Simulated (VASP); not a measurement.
Set up this calculation in VASP 6.6.1, as the native input.

| Property | Result |
| --- | --- |
| Task | single point |
| Functional | LDA |
| Potentials or basis | VASP PAW LDA potentials, release 64 (In_d, Se) |
| Cutoff | 520 eV |
| k mesh | 10 × 10 × 10 |
| Occupations | gaussian, width 0.1 eV |
| Spin | no spin polarisation |
| Dipole correction | no |
| Further INCAR settings | ALGO = Normal; EDIFF = 1e-06; NBANDS = 30 |

The structure of In3Se lies in POSCAR:

```
In3Se
1.0
    4.8037580000      0.0000000000      0.0000000000
    0.0000000000      4.8037580000      0.0000000000
    0.0000000000      0.0000000000      4.8037580000
In Se
3 1
Direct
    0.0000000000      0.5000000000      0.5000000000
    0.5000000000      0.0000000000      0.5000000000
    0.5000000000      0.5000000000      0.0000000000
    0.0000000000      0.0000000000      0.0000000000
```

These files were run (other wordings do the same):

INCAR

```
ALGO = Normal
EDIFF = 1E-6
ENCUT = 520
GGA = CA
ISIF = 2
ISMEAR = 0
LASPH = True
LCHARG = False
LREAL = False
LWAVE = False
NBANDS = 30
NELM = 60
PREC = Accurate
SIGMA = 0.1
```

KPOINTS

```
k-points
0
Gamma
  10 10 10
```

Potentials or basis: VASP PAW LDA potentials, release 64 (In_d, Se).

Run with:

```console
$ cat potpaw_LDA.64/In_d/POTCAR potpaw_LDA.64/Se/POTCAR > POTCAR
$ mpirun -np 1 vasp_std > vasp.out
```

It gave:

The pressure is -4.3 GPa. The band gap on the k mesh is zero (an odd number of electrons rules out a gap without spin polarisation).

Caveat: the cell stands under tension; spin-orbit coupling is left out, which moves the levels of the heavy elements.

It took 2.4 min on 1 thread of Intel Xeon 8259CL, with other jobs on the host, peak memory 0.28 GiB.
